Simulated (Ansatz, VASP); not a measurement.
**GaP: VASP beside Ansatz**

```
Ga P
1.0
     0.00000    2.72772    2.80168
     2.80168    0.00000    2.80168
     2.80168    2.72772    0.00000
Ga P
1 1
Direct
  0.00000 0.00000 0.00000
  0.75000 0.75000 0.75000
```

Alike in both runs: task single point; functional PBE; k mesh 10 × 10 × 10; occupations gaussian, width 0.05 eV; no spin polarisation.

|  | VASP | Ansatz |
| --- | --- | --- |
| version | VASP 6.6.1 | Ansatz 0.2.0 |
| potentials or method | VASP PAW PBE potentials, release 64 (Ga_d, P), cutoff 520 eV | scalar-relativistic, plane waves, PAW |
| valence electrons in the cell | 18 | 18 |

|  | VASP | Ansatz | Ansatz less VASP |
| --- | --- | --- | --- |
| gap on the k mesh at the Fermi level (eV) | 1.27 | 1.27 | +0.003 |
| least direct gap on the mesh (eV) | 1.27 | 1.27 | +0.003 |
| pressure (GPa) | -1.9 | -1.9 | 0.00 |
| traceless stress, the component that is largest in VASP (GPa) | 1.23 | 1.23 | -0.002 |

With one functional, cell and mesh, what is left measures potentials, basis and numerics.
